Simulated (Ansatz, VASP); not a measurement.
# One calculation of Ta, two programs

```
Ta
1.0
    -1.65978    1.65978    1.65978
     1.65978   -1.65978    1.65978
     1.65978    1.65978   -1.65978
Ta
1
Direct
  0.00000 0.00000 0.00000
```

Alike in both runs: functional PBE; k mesh 18 × 18 × 18; occupations fermi-dirac, width 0.08 eV; no spin polarisation.

Ansatz relaxed the structure, and its values are those at the end. VASP's run is a single point on that final structure, the one shown.

|  | VASP | Ansatz |
| --- | --- | --- |
| version | VASP 6.6.1 | Ansatz 0.2.0 |
| potentials or method | VASP PAW PBE potentials, release 64 (Ta_pv) | PAW with Ansatz's default frozen-core files, scalar-relativistic |
| plane-wave cutoff (eV) | 520 | 420 |
| valence electrons in the cell | 11 | 13 |

|  | VASP | Ansatz | Ansatz less VASP |
| --- | --- | --- | --- |
| pressure (GPa) | 0.1 | 0.0 | -0.09 |

The functional is the same, so the differences come from potentials, cutoffs and numerics. VASP's potentials hold 11 valence electrons a cell and Ansatz's 13, so a difference there can come from the potentials and not from the codes.

Spin-orbit coupling is off throughout.
